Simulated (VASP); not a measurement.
Write the native input for VASP 6.6.1 that does the following.

- Task: single point
- Functional: PBE
- Potentials or basis: VASP PAW PBE potentials, release 64 (Ca_sv)
- Cutoff: 520 eV
- k mesh: 10 × 10 × 10
- Occupations: methfessel-paxton, width 0.01 eV
- Spin: no spin polarisation
- Dipole correction: no
- Further INCAR settings: ALGO = Normal; EDIFF = 1e-06; NBANDS = 11

The structure of Ca lies in POSCAR:

```
Ca
1.0
    0.0000000000      2.7627089163      2.7627089163
    2.7627089163      0.0000000000      2.7627089163
    2.7627089163      2.7627089163      0.0000000000
Ca
1
Direct
    0.0000000000      0.0000000000      0.0000000000
```

One way to write it, as run:

INCAR

```
SYSTEM = Ca
PREC = Accurate ; ENCUT = 520
EDIFF = 1E-6 ; ISMEAR = 1
SIGMA = 0.01 ; LREAL = .False.
LASPH = .True. ; NELM = 60
ALGO = Normal ; ISIF = 2
LWAVE = .False. ; LCHARG = .False.
GGA = PE ; NBANDS = 11
```

KPOINTS

```
Automatic mesh
0
Gamma
  10 10 10
  0 0 0
```

Potentials or basis: VASP PAW PBE potentials, release 64 (Ca_sv).

The run is started by

```sh
$ cat potpaw_PBE.64/Ca_sv/POTCAR > POTCAR
$ mpirun -np 1 vasp_std > vasp.out
```

Results of the run:

The pressure is 0.0 GPa. The band gap on the k mesh is zero (bands 5 and 6 overlap by 0.27 eV).

Run time: 32 s on 1 thread of Intel Xeon 8259CL, on a shared host, peak memory 0.17 GiB.
